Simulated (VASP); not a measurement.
The system is C.

```xyz
2
Lattice="0.0000 1.7714 1.7714 1.7714 0.0000 1.7714 1.7714 1.7714 0.0000" Properties=species:S:1:pos:R:3 pbc="T T T"
C     2.6571    2.6571    2.6571
C     1.7714    1.7714    1.7714
```

Base run:

- Program: VASP 6.6.1
- Functional: BLYP
- Dispersion: D3(BJ)
- Potentials or basis: VASP PAW PBE potentials, release 64 (C)
- Cutoff: 520 eV
- k mesh: 13 × 13 × 13
- Occupations: fermi-dirac, width 0.05 eV
- Spin: no spin polarisation

Its results: band gap on the k mesh 4.52 eV, indirect (least direct gap 5.80 eV); pressure 10.5 GPa.

Task: The run is repeated on the same cell with these changes: functional from BLYP to r2SCAN. What comes out?

Result: Band gap on the k mesh 4.38 eV, indirect (least direct gap 5.89 eV); pressure 5.3 GPa.

Caveats: the PAW data sets were made with another functional, which shifts forces and pressure a little.

A k mesh can miss the band edges.
